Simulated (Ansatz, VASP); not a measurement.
Two plane-wave programs on Te

Contents of INCAR:

```
PREC     = Accurate       # precision mode
ENCUT    = 520            # plane-wave cutoff, eV
EDIFF    = 1E-6           # SCF threshold, eV
ISMEAR   = -1             # smearing method
SIGMA    = 0.1            # smearing width, eV
LREAL    = False          # projectors in reciprocal space
LASPH    = True           # aspherical terms in the spheres
NELM     = 80             # most SCF steps
ALGO     = Normal         # electronic algorithm
ISIF     = 2              # what is computed and relaxed
LWAVE    = False          # write WAVECAR
LCHARG   = True           # write CHGCAR
GGA      = RE             # functional
LELF     = True           # ELF
LVHAR    = True         
NBANDS   = 9              # bands
```

Contents of KPOINTS:

```
Automatic mesh
0
Gamma
  13 13 13
```

POSCAR

```
Te
1.0
   -1.9106684444      1.9106684444      1.9106684444
    1.9106684444     -1.9106684444      1.9106684444
    1.9106684444      1.9106684444     -1.9106684444
Te
1
Direct
    0.0000000000      0.0000000000      0.0000000000
```

Input for Ansatz:

```yaml
crystal:
  lattice:
    - [-1.9106684444, 1.9106684444, 1.9106684444]
    - [1.9106684444, -1.9106684444, 1.9106684444]
    - [1.9106684444, 1.9106684444, -1.9106684444]
  atoms:
    - { symbol: Te, position: [0.0, 0.0, 0.0] }
hamiltonian:
  xc: revpbe
  pseudopotentials:
    kind: paw
    azcp:
      Te: "pseudopotentials/Te.paw.azcp"
basis:
  ecutwfc: 420
  fft_grid_basis: typed
kpoints:
  mp_grid: { grid: [13, 13, 13], shift: [0, 0, 0] }
magnetization:
  spin_polarized: false
scf:
  occupations: { method: fermi_dirac, width: 0.1 }
  lower_state_search: "off"
output:
  stress: true
  write_density: true
  write_potential: true
  elf: true
  volumetric_format: npy
```

Alike in both runs: task single point; functional revPBE; k mesh 13 × 13 × 13; occupations fermi-dirac, width 0.1 eV; no spin polarisation.

```csv
,VASP,Ansatz
version,VASP 6.6.1,Ansatz 0.2.0
potentials or method,"VASP PAW PBE potentials, release 64 (Te), cutoff 520 eV","plane waves (420 eV) with PAW, scalar-relativistic"
valence electrons in the cell,6,16
```

Ansatz gave:

```
pressure (GPa) : 2.2
```

Question: Estimate VASP's values.

Answer: Pressure (GPa): 2.1.

VASP's potentials were made for PBE, not for revPBE. VASP's potentials hold 6 valence electrons a cell and Ansatz's 16, so a difference there can come from the potentials and not from the codes.

Neither program's run includes spin-orbit coupling.
